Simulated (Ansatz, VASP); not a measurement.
# CaF2: VASP beside Ansatz

```
Ca F
1.0
     0.00000    2.73100    2.74921
     2.73100    0.00000    2.74921
     2.73100    2.73100    0.00000
Ca F
1 2
Direct
  0.00000 0.00000 0.00000
  0.25000 0.25000 0.25000
  0.75000 0.75000 0.75000
```

Alike in both runs: task single point; functional r2SCAN; k mesh 6 × 6 × 6; occupations gaussian, width 0.05 eV; no spin polarisation.

|  | VASP | Ansatz |
| --- | --- | --- |
| version | VASP 6.6.1 | Ansatz 0.2.0 |
| potentials or method | VASP PAW PBE potentials, release 64 (Ca_sv, F), cutoff 660 eV | plane waves, PAW |
| valence electrons in the cell | 24 | 24 |

|  | VASP | Ansatz | Ansatz less VASP |
| --- | --- | --- | --- |
| pressure (GPa) | -1.3 | -1.7 | -0.36 |
| traceless stress, the component that is largest in VASP (GPa) | -0.53 | -0.53 | -0.007 |

VASP's potentials were made for PBE, not for r2SCAN.
